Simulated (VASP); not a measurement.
# Ga2As3 (Pm-3m) in VASP: notebook

Ga2As3 is run at these levels: PBE; tasks: relaxation of cell and atoms, single point.

All numbers are computed with VASP 6.6.1; they aren't measurements. Logs are shortened: lines on timing, memory, paths and dates and some standing lists are left out, and cuts for length are marked.

### 1 The cell of the first run

The structure is cubic, space group Pm-3m (No. 221). The conventional cell has a = 4.897 Å, b = 4.897 Å, c = 4.897 Å, α = 90.00°, β = 90.00°, γ = 90.00°. Ga (site symmetry m-3m) has 12 As at 3.46 Å and 8 Ga at 4.24 Å within 4.6 Å. Within 3.2 Å of Ga (site symmetry m-3m) lie 6 As at 2.45 Å. Within 3.2 Å of As (site symmetry 4/mmm) lie 2 Ga at 2.45 Å.

### 2 Relaxation of cell and atoms, PBE

The input, INCAR:

```
ALGO = Normal
EDIFF = 1E-7
EDIFFG = -0.04
ENCUT = 600
GGA = PE
IBRION = 2
ISIF = 3
ISMEAR = 0
LASPH = True
LCHARG = False
LREAL = False
LWAVE = False
NELM = 100
NSW = 90
PREC = Accurate
SIGMA = 0.1
```

The input, KPOINTS:

```
k-points
0
Gamma
  4 4 4
```

The input, POSCAR:

```
Ga2As3
1.0
    4.8968355200      0.0000000000      0.0000000000
    0.0000000000      4.8968355200      0.0000000000
    0.0000000000      0.0000000000      4.8968355200
Ga As
2 3
Direct
    0.0000000000      0.0000000000      0.0000000000
    0.5000000000      0.5000000000      0.5000000000
    0.0000000000      0.5000000000      0.5000000000
    0.5000000000      0.0000000000      0.5000000000
    0.5000000000      0.5000000000      0.0000000000
```

Potentials or basis: VASP PAW PBE potentials, release 64 (Ga_d, As).

Run with:

```sh
$ cat potpaw_PBE.64/Ga_d/POTCAR potpaw_PBE.64/As/POTCAR > POTCAR
$ mpirun -np 1 vasp_std > vasp.out
```

OUTCAR:

```text
EDIFF = 1E-7
   EDIFFG = -0.04
   ENCUT = 600
   GGA = PE
   IBRION = 2
   ISIF = 3
   ISMEAR = 0
   LASPH = True
   LREAL = False
   NELM = 100
   NSW = 90
   PREC = Accurate

 ion  position               nearest neighbor table
   1  0.000  0.000  0.000-
   2  0.500  0.500  0.500-   3 2.45   4 2.45   5 2.45   5 2.45   4 2.45   3 2.45
   3  0.000  0.500  0.500-   2 2.45   2 2.45
   4  0.500  0.000  0.500-   2 2.45   2 2.45
   5  0.500  0.500  0.000-   2 2.45   2 2.45

  LATTYP: Found a simple cubic cell.
 ALAT       =     4.8968355200

  Lattice vectors:

 A1 = (   4.8968355200,   0.0000000000,   0.0000000000)
 A2 = (   0.0000000000,   4.8968355200,   0.0000000000)
 A3 = (   0.0000000000,   0.0000000000,   4.8968355200)

Analysis of symmetry for initial positions (statically):
=====================================================================
 Subroutine PRICEL returns:
 Original cell was already a primitive cell.

 Routine SETGRP: Setting up the symmetry group for a
 simple cubic supercell.

 Subroutine GETGRP returns: Found 48 space group operations
 (whereof 48 operations were pure point group operations)
 out of a pool of 48 trial point group operations.

The static configuration has the point symmetry O_h .

Analysis of symmetry for dynamics (positions and initial velocities):
=====================================================================
 Subroutine PRICEL returns:
 Original cell was already a primitive cell.

 Routine SETGRP: Setting up the symmetry group for a
 simple cubic supercell.

 Subroutine GETGRP returns: Found 48 space group operations
 (whereof 48 operations were pure point group operations)
 out of a pool of 48 trial point group operations.

The dynamic configuration has the point symmetry O_h .

 Subroutine INISYM returns: Found 48 space group operations
 (whereof 48 operations are pure point group operations),
 and found     1 'primitive' translations

----------------------------------------------------------------------------------------

                                     Primitive cell

  volume of cell :     117.4212

  direct lattice vectors                    reciprocal lattice vectors
     4.896835520  0.000000000  0.000000000     0.204213516  0.000000000  0.000000000
     0.000000000  4.896835520  0.000000000     0.000000000  0.204213516  0.000000000
     0.000000000  0.000000000  4.896835520     0.000000000  0.000000000  0.204213516

  length of vectors
     4.896835520  4.896835520  4.896835520     0.204213516  0.204213516  0.204213516

  position of ions in fractional coordinates (direct lattice)
     0.000000000  0.000000000  0.000000000
     0.500000000  0.500000000  0.500000000
     0.000000000  0.500000000  0.500000000
     0.500000000  0.000000000  0.500000000
     0.500000000  0.500000000  0.000000000

  ion indices of the primitive-cell ions
   primitive index   ion index
                 1           1
                 2           2
                 3           3
                 4           4
                 5           5

----------------------------------------------------------------------------------------

 KPOINTS: k-points

Automatic generation of k-mesh.
 Grid dimensions read from file:
 generate k-points for:    4    4    4

 Generating k-lattice:

  Cartesian coordinates                     Fractional coordinates (reciprocal lattice)
     0.051053379  0.000000000  0.000000000     0.250000000  0.000000000  0.000000000
     0.000000000  0.051053379  0.000000000     0.000000000  0.250000000  0.000000000
     0.000000000  0.000000000  0.051053379     0.000000000  0.000000000  0.250000000

  Length of vectors
     0.051053379  0.051053379  0.051053379

  Shift w.r.t. Gamma in fractional coordinates (k-lattice)
     0.000000000  0.000000000  0.000000000

 Subroutine IBZKPT returns following result:
 ===========================================

 Found     10 irreducible k-points:

 Following reciprocal coordinates:
            Coordinates               Weight
  0.000000  0.000000  0.000000      1.000000
  0.250000  0.000000  0.000000      6.000000
  0.500000  0.000000  0.000000      3.000000
  0.250000  0.250000  0.000000     12.000000
  0.500000  0.250000  0.000000     12.000000
  0.500000  0.500000  0.000000      3.000000
  0.250000  0.250000  0.250000      8.000000
  0.500000  0.250000  0.250000     12.000000
  0.500000  0.500000  0.250000      6.000000
  0.500000  0.500000  0.500000      1.000000
   k-points           NKPTS =     10   k-points in BZ     NKDIM =     10   number of bands    NBANDS=     24
   number of dos      NEDOS =    301   number of ions     NIONS =      5
   total plane-waves  NPLWV =  64000
   dimension x,y,z NGX =    40 NGY =   40 NGZ =   40
   dimension x,y,z NGXF=    80 NGYF=   80 NGZF=   80
   ions per type =               2   3
   NGX,Y,Z   is equivalent  to a cutoff of  13.58, 13.58, 13.58 a.u.
   NGXF,Y,Z  is equivalent  to a cutoff of  27.16, 27.16, 27.16 a.u.
 SYSTEM =  unknown system
   PREC   = accura    normal or accurate (medium, high low for compatibility)
   ISTART =      0    job   : 0-new  1-cont  2-samecut
   ICHARG =      2    charge: 1-file 2-atom 10-const
   ISPIN  =      1    spin polarized calculation?
   LNONCOLLINEAR =      F non collinear calculations
   LSORBIT =      F    spin-orbit coupling
   LASPH  =      T    aspherical Exc in radial PAW
   ENCUT  =  600.0 eV  44.10 Ry    6.64 a.u.   9.78  9.78  9.78*2*pi/ulx,y,z
   NELM   =    100;   NELMIN=  2; NELMDL= -5     # of ELM steps
   EDIFF  = 0.1E-06   stopping-criterion for ELM
   LREAL  =      F    real-space projection
   EDIFFG = -.4E-01   stopping-criterion for IOM
   NSW    =     90    number of steps for IOM
   IBRION =      2    ionic relax: 0-MD 1-quasi-New 2-CG
   NFREE  =      1    steps in history (QN), initial steepest desc. (CG)
   ISIF   =      3    stress and relaxation
   ISYM   =      2    0-nonsym 1-usesym 2-fastsym
   POTIM  = 0.5000    time-step for ionic-motion
   TEBEG  =    0.0;   TEEND  =   0.0 temperature during run
   PSTRESS=    0.0 pullay stress
   NELECT =      41.0000    total number of electrons
   NUPDOWN=      -1.0000    fix difference up-down
   EMIN   =  10.00;   EMAX   =-10.00  energy-range for DOS
   EFERMI =   0.00;   METHOD = LEGACY
   ISMEAR =     0;   SIGMA  =   0.10  broadening in eV -4-tet -1-fermi 0-gaus
   EFERMI_NEDOS =   21; number of points for ismear=-14 and -15
   IALGO  =     38    algorithm
   IMIX   =      4    mixing-type and parameters
     AMIX     =   0.40;   BMIX     =  1.00
     AMIX_MAG =   1.60;   BMIX_MAG =  1.00
  volume/ion in A,a.u.               =      23.48       158.48
  Fermi-wavevector in a.u.,A,eV,Ry     =   1.152800  2.178476 18.081430  1.328948
  Thomas-Fermi vector in A             =   2.289448
   LORBIT       =      0    0 simple, 1 ext, 2 COOP (PROOUT), +10 PAW based schemes
   GGA     = PE    functional components
   LHFCALC =     F    Hartree Fock is set to
   AEXX    =    0.0000 exact exchange contribution
   IVDW    =     0    specifies the selected vdW correction
   LEPSILON=     F    determine dielectric tensor
   LRPA    =     F    only Hartree local field effects (RPA)
 conjugate gradient relaxation of ions
 non-spin polarized calculation
 Gauss-broadening in eV      SIGMA  =   0.10
  energy-cutoff  :      600.00
  volume of cell :      117.42
 maximum number of plane-waves:      3952
 NGX is ok and might be reduce to    40
   NGX = 19   NGY = 19   NGZ = 19

--------------------------------------- Ionic step        1  -------------------------------------------

 number of electron      40.9999966 magnetization

 Free energy of the ion-electron system (eV)
  ---------------------------------------------------
  ext. energy  EPLUGINS =         0.00000000
  ---------------------------------------------------
  free energy    TOTEN  =       -16.81746755 eV

  energy without entropy =      -16.78222350  energy(sigma->0) =      -16.79984552

------------------------ aborting loop because EDIFF is reached ----------------------------------------

  FORCE on cell =-STRESS in cart. coord.  units (eV):
  Direction    XX          YY          ZZ          XY          YZ          ZX
  --------------------------------------------------------------------------------------
  -------------------------------------------------------------------------------------
  Total        1.3605790      1.3605790      1.3605790      0.0000000     -0.0000000     -0.0000000
  in kB       18.5646943     18.5646943     18.5646943      0.0000000     -0.0000000     -0.0000000
  external PRESSURE =      18.5646943 kB  Pullay stress =       0.0000000 kB

 VOLUME and BASIS-vectors are now :
 -----------------------------------------------------------------------------
  energy-cutoff  :      600.00
  volume of cell :      117.42
      direct lattice vectors                 reciprocal lattice vectors
     4.896835520  0.000000000  0.000000000     0.204213516  0.000000000  0.000000000
     0.000000000  4.896835520  0.000000000     0.000000000  0.204213516  0.000000000
     0.000000000  0.000000000  4.896835520     0.000000000  0.000000000  0.204213516

 POSITION                                       TOTAL-FORCE (eV/Angst)
 -----------------------------------------------------------------------------------
      0.00000      0.00000      0.00000         0.000000      0.000000      0.000000
      2.44842      2.44842      2.44842         0.000000      0.000000      0.000000
      0.00000      2.44842      2.44842         0.000000      0.000000      0.000000
      2.44842      0.00000      2.44842         0.000000      0.000000      0.000000
      2.44842      2.44842      0.00000         0.000000      0.000000      0.000000
 -----------------------------------------------------------------------------------
    total drift:                               -0.000000      0.000000     -0.000000

  FREE ENERGIE OF THE ION-ELECTRON SYSTEM (eV)
  ---------------------------------------------------
  free  energy   TOTEN  =       -16.8174675467 eV

  energy  without entropy=      -16.7822235013  energy(sigma->0) =      -16.79984552

--------------------------------------- Ionic step        2  -------------------------------------------

 number of electron      40.9999971 magnetization

 Free energy of the ion-electron system (eV)
  ---------------------------------------------------
  ext. energy  EPLUGINS =         0.00000000
  ---------------------------------------------------
  free energy    TOTEN  =       -16.84504346 eV

  energy without entropy =      -16.81305848  energy(sigma->0) =      -16.82905097

 E-fermi :   3.1750     XC(G=0):  -9.5448

 val. band max:        3.1600130982   @ k =   0.5000   0.2500   0.0000
 cond. band min:       3.1893300924   @ k =   0.5000   0.2500   0.0000
 fundamental gap:      0.0293169942
 Fermi energy:         3.1749807653

 k-point     1 :       0.0000    0.0000    0.0000
  band No.  band energies     occupation
      1     -11.5895      2.00000
      2     -11.5895      2.00000
      3     -11.3842      2.00000
      4     -11.3842      2.00000
      5     -11.3842      2.00000
      6     -11.0868      2.00000
[... 16 lines left out ...]
     23       3.5668      0.00000
     24       3.5668      0.00000

 k-point     2 :       0.2500    0.0000    0.0000
  band No.  band energies     occupation
      1     -11.5889      2.00000
      2     -11.5687      2.00000
      3     -11.3864      2.00000
      4     -11.3864      2.00000
      5     -11.3841      2.00000
      6     -11.0867      2.00000
[... 16 lines left out ...]
     23       3.7011      0.00000
     24       5.1944      0.00000
[... 187 lines left out ...]
     23       5.4101      0.00000
     24       6.9508      0.00000

 k-point    10 :       0.5000    0.5000    0.5000
  band No.  band energies     occupation
      1     -11.5179      2.00000
      2     -11.5179      2.00000
      3     -11.3932      2.00000
      4     -11.3932      2.00000
      5     -11.3932      2.00000
      6     -11.0906      2.00000
[... 16 lines left out ...]
     23       5.4412      0.00000
     24       7.4325      0.00000

------------------------ aborting loop because EDIFF is reached ----------------------------------------

  FORCE on cell =-STRESS in cart. coord.  units (eV):
  Direction    XX          YY          ZZ          XY          YZ          ZX
  --------------------------------------------------------------------------------------
  -------------------------------------------------------------------------------------
  Total        0.0531877      0.0531877      0.0531877     -0.0000000      0.0000000     -0.0000000
  in kB        0.6978829      0.6978829      0.6978829     -0.0000000      0.0000000     -0.0000000
  external PRESSURE =       0.6978829 kB  Pullay stress =       0.0000000 kB

 VOLUME and BASIS-vectors are now :
 -----------------------------------------------------------------------------
  energy-cutoff  :      600.00
  volume of cell :      122.11
      direct lattice vectors                 reciprocal lattice vectors
     4.961119162 -0.000000000 -0.000000000     0.201567422 -0.000000000  0.000000000
     0.000000000  4.961119162  0.000000000     0.000000000  0.201567422  0.000000000
    -0.000000000 -0.000000000  4.961119162     0.000000000 -0.000000000  0.201567422

 POSITION                                       TOTAL-FORCE (eV/Angst)
 -----------------------------------------------------------------------------------
      0.00000      0.00000      0.00000        -0.000000     -0.000000      0.000000
      2.48056      2.48056      2.48056         0.000000      0.000000      0.000000
      0.00000      2.48056      2.48056        -0.000000     -0.000000      0.000000
      2.48056     -0.00000      2.48056        -0.000000     -0.000000      0.000000
      2.48056      2.48056     -0.00000        -0.000000     -0.000000      0.000000
 -----------------------------------------------------------------------------------
    total drift:                               -0.000000      0.000000     -0.000000

  FREE ENERGIE OF THE ION-ELECTRON SYSTEM (eV)
  ---------------------------------------------------
  free  energy   TOTEN  =       -16.8450434602 eV

  energy  without entropy=      -16.8130584802  energy(sigma->0) =      -16.82905097

 reached required accuracy - stopping structural energy minimisation
```

Wall time 62 s (1 thread of Intel Xeon Platinum 8259CL at 2.50GHz (Skylake/Cascade Lake), shared host); peak memory 0.26 GiB.

Results:

```
Free energy                            : -16.8450 eV
Relaxed volume                         : 24.42 Å³/atom
Relaxed cell                           : a = 4.961 Å, b = 4.961 Å, c = 4.961 Å, α = 90.00°, β = 90.00°, γ = 90.00°
Space group after relaxing (to 0.05 Å) : Pm-3m (No. 221)
Energy gained by relaxing              : 5.5 meV/atom
Ionic steps                            : 2
Pressure after relaxing                : 0.1 GPa
```

The path:
| step | energy change (eV) | largest force (eV/Å) | pressure (GPa) | volume (Å³) |
| --- | --- | --- | --- | --- |
| 1 | 0.0000 | 0.0000 | 1.86 | 117.42 |
| 2 | -0.0276 | 0.0000 | 0.07 | 122.11 |

Final structure:
```yaml
crystal:
  lattice:
    - [4.96112, 0.00000, 0.00000]
    - [0.00000, 4.96112, 0.00000]
    - [0.00000, 0.00000, 4.96112]
  atoms:
    - { symbol: Ga, position: [0.00000, 0.00000, 0.00000] }
    - { symbol: Ga, position: [0.50000, 0.50000, 0.50000] }
    - { symbol: As, position: [0.00000, 0.50000, 0.50000] }
    - { symbol: As, position: [0.50000, 0.00000, 0.50000] }
    - { symbol: As, position: [0.50000, 0.50000, 0.00000] }
```

Levels at points of the mesh, in eV from the Fermi level:
```
           k point  band 17  band 18  band 19  band 20  band 21  band 22  band 23  band 24
(0.00, 0.00, 0.00)    -4.33    -0.87     0.33     0.33     0.33     0.39     0.39     0.39
(0.50, 0.00, 0.00)    -3.89    -1.18    -1.18    -0.46     0.33     0.72     0.72     1.83
(0.50, 0.50, 0.00)    -1.33    -1.33    -0.84    -0.69    -0.69     1.16     2.18     2.20
(0.50, 0.50, 0.50)    -3.34    -3.34     1.23     1.23     2.27     2.27     2.27     4.26
```

### 3 Single point, PBE

The input, INCAR:

```
SYSTEM = Ga2As3
PREC = Accurate
ENCUT = 520
EDIFF = 1E-6
ISMEAR = 0
SIGMA = 0.1
LREAL = .FALSE.
LASPH = .TRUE.
NELM = 80
ALGO = Normal
ISIF = 2
LWAVE = .FALSE.
LCHARG = .FALSE.
GGA = PE
NBANDS = 28
```

The input, KPOINTS:

```
Automatic mesh
0
G
  4 4 4
  0 0 0
```

POSCAR is that of step 2.

Potentials or basis: VASP PAW PBE potentials, release 64 (Ga_d, As).

Run with:

```sh
$ cat potpaw_PBE.64/Ga_d/POTCAR potpaw_PBE.64/As/POTCAR > POTCAR
$ mpirun -np 1 vasp_std > vasp.out
```

It took 29 s on 1 thread of AMD EPYC 7R43 (Zen 3), shared host; peak memory 0.18 GiB.

It converged, with:

```yaml
Free_energy: -16.8179 eV
Pressure: 1.9 GPa
```

Levels at points of the mesh, in eV from the Fermi level:
```tsv
k point	band 16	band 17	band 18	band 19	band 20	band 21	band 22	band 23	band 24	band 25
(0.00, 0.00, 0.00)	-4.58	-4.37	-0.62	0.34	0.34	0.34	0.41	0.41	0.41	5.40
(0.50, 0.00, 0.00)	-4.04	-3.98	-1.26	-1.26	-0.51	0.43	0.77	0.77	1.87	4.04
(0.50, 0.50, 0.00)	-3.53	-1.38	-1.38	-0.80	-0.74	-0.74	1.26	2.15	2.33	3.64
(0.50, 0.50, 0.50)	-3.50	-3.50	-3.50	1.34	1.34	2.40	2.40	2.40	4.42	4.42
```
